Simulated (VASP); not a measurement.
Wanted: the native input for a VASP 6.6.1 run.

```yaml
Task: single point
Functional: LDA
Potentials_or_basis: VASP PAW LDA potentials, release 64 (Sn_d, O)
Cutoff: 520 eV
k_mesh: 6 × 6 × 6
Occupations: gaussian, width 0.05 eV
Spin: no spin polarisation
Dipole_correction: no
Further_INCAR_settings: ALGO = Normal; EDIFF = 1e-06; NBANDS = 64
```

The structure of SnO2 lies in POSCAR:

```
SnO2
1.0
    0.0000000000      4.4289551266      4.4289551266
    4.4289551266      0.0000000000      4.4289551266
    4.4289551266      4.4289551266      0.0000000000
Sn O
4 8
Direct
    0.2442154774      0.0852615075      0.5057845226
    0.6250000000      0.1250000000      0.1250000000
    0.1250000000      0.6250000000      0.1250000000
    0.1250000000      0.1250000000      0.1250000000
    0.8907311159      0.8907311159      0.8907311159
    0.8907311159      0.3278066522      0.8907311159
    0.8907311159      0.8907311159      0.3278066522
    0.3278066522      0.8907311159      0.8907311159
    0.9221933478      0.3592688841      0.3592688841
    0.3592688841      0.3592688841      0.9221933478
    0.3592688841      0.9221933478      0.3592688841
    0.3592688841      0.3592688841      0.3592688841
```

This cell differs from its parent crystal: atom 1 (Sn) moved by -0.704 Å along [1 0 0] and +0.352 Å along [0 0 1].

These files were run (other wordings do the same):

INCAR

```
SYSTEM = SnO2
PREC     = Accurate       ! precision mode
ENCUT    = 520            ! plane-wave cutoff, eV
EDIFF    = 1E-6           ! SCF threshold, eV
ISMEAR   = 0              ! smearing method
SIGMA    = 0.05           ! smearing width, eV
LREAL    = .FALSE.        ! projectors in reciprocal space
LASPH    = .TRUE.         ! aspherical terms in the spheres
NELM     = 100            ! most SCF steps
ALGO     = Normal         ! electronic algorithm
ISIF     = 2              ! what is computed and relaxed
LWAVE    = .FALSE.        ! write WAVECAR
LCHARG   = .FALSE.        ! write CHGCAR
GGA      = CA             ! functional
NBANDS   = 64             ! bands
KPAR     = 2
```

KPOINTS

```
regular mesh
0
G
  6 6 6
  0 0 0
```

Potentials or basis: VASP PAW LDA potentials, release 64 (Sn_d, O).

Launch:

```sh
$ cat potpaw_LDA.64/Sn_d/POTCAR potpaw_LDA.64/O/POTCAR > POTCAR
$ mpirun -np 2 vasp_std > vasp.out
```

Results of the run:

```
Pressure               : 26.6 GPa
Largest force          : 53.665 eV/Å
Band gap on the k mesh : 0.07 eV
```

Caveat: the cell differs from its parent crystal (atom 1 (Sn) moved by -0.704 Å along [1 0 0] and +0.352 Å along [0 0 1]); atoms lie so close that the PAW spheres overlap strongly, which falsifies energies and pressures; the stress differs along the axes, from 2 to 61 GPa; semilocal functionals underestimate gaps, and a narrow one can read as zero; spin-orbit coupling is left out, which moves the levels of the heavy elements; forces of over 1 eV/Å act on the atoms, so gaps and moduli don't describe the material at rest.

Run time: 11 min on 2 MPI ranks on Intel(R) Xeon(R) Platinum 8559C (Emerald Rapids), with other jobs on the host, peak memory 0.85 GiB a rank.
